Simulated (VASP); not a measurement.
Here is a VASP 6.6.1 calculation.

Contents of INCAR:

```
PREC = Accurate
ENCUT = 520
EDIFF = 1E-7
ISMEAR = -1
SIGMA = 0.02
LREAL = F
LASPH = T
NELM = 60
ALGO = Normal
ISIF = 2
LWAVE = F
LCHARG = T
GGA = PE
LELF = T
LVHAR = T
NBANDS = 51
```

Contents of KPOINTS:

```
Automatic mesh
0
Gamma
  6 6 2
```

POSCAR

```
SnGe2
1.0
    4.2982237539      0.0000000000      0.0000000000
   -2.1491118770      3.7223709621      0.0000000000
    0.0000000000      0.0000000000     10.5369233722
Ge Sn
4 2
Direct
    0.0000000000      0.0000000000      0.8820545252
    0.6666666667      0.3333333333      0.5350820870
    0.3333333333      0.6666666667      0.4649179130
    0.0000000000      0.0000000000      0.1179454748
    0.3333333333      0.6666666667      0.2086912127
    0.6666666667      0.3333333333      0.7913087873
```

Potentials or basis: VASP PAW PBE potentials, release 64 (Ge_d, Sn_d).

Launch:

```console
$ cat potpaw_PBE.64/Ge_d/POTCAR potpaw_PBE.64/Sn_d/POTCAR > POTCAR
$ mpirun -np 1 vasp_std > vasp.out
```

(1) Predict the band gap on the k mesh.

(2) What does it give for the largest force?

(3) Estimate the pressure.

Answers

(1) zero (bands 42 and 43 overlap by 0.34 eV).

(2) 0.005 eV/Å.

(3) 0.0 GPa.

Caveat: semilocal functionals underestimate gaps, so a narrow gap can read as zero; spin-orbit coupling is left out, which moves the levels of the heavy elements.
